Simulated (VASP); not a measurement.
Set up this calculation in VASP 6.6.1, as the native input.

```
Task                   : single point
Functional             : PBE
Potentials or basis    : VASP PAW PBE potentials, release 64 (Ge_d, Cl)
Cutoff                 : 520 eV
k mesh                 : 13 × 13 × 7
Occupations            : fermi-dirac, width 0.08 eV
Spin                   : no spin polarisation
Dipole correction      : no
Further INCAR settings : ALGO = Normal; EDIFF = 1e-06; NBANDS = 21
```

The structure of GeCl2 (CdI2 type) lies in POSCAR:

```
GeCl2
1.0
    3.9410607685      0.0000000000      0.0000000000
   -1.9705303842      3.4130587434      0.0000000000
    0.0000000000      0.0000000000      6.7913277095
Ge Cl
1 2
Direct
    0.0000000000      0.0000000000      0.0000000000
    0.3333333333      0.6666666667      0.2163880213
    0.6666666667      0.3333333333      0.7836119787
```

The input as run:

INCAR

```
SYSTEM = GeCl2
PREC = Accurate ; ENCUT = 520
EDIFF = 1E-6 ; ISMEAR = -1
SIGMA = 0.08 ; LREAL = .FALSE.
LASPH = .TRUE. ; NELM = 100
ALGO = Normal ; ISIF = 2
LWAVE = .FALSE. ; LCHARG = .FALSE.
GGA = PE ; NBANDS = 21
```

KPOINTS

```
Automatic mesh
0
G
  13 13 7
  0 0 0
```

Potentials or basis: VASP PAW PBE potentials, release 64 (Ge_d, Cl).

Command:

```bash
$ cat potpaw_PBE.64/Ge_d/POTCAR potpaw_PBE.64/Cl/POTCAR > POTCAR
$ mpirun -np 1 vasp_std > vasp.out
```

Results of the run:

```json
{
  "Pressure": "0.0 GPa",
  "Largest force": "0.003 eV/Å",
  "Band gap on the k mesh": "2.55 eV (least direct gap 3.05 eV)"
}
```

Caveat: this functional lacks dispersion, which binds layers or chains, so the pressure and a relaxed spacing across them are unreliable.

It took 2.1 min on 1 thread of AMD EPYC 9R45 96-Core Processor (Zen 5), on a shared host, peak memory 0.32 GiB.
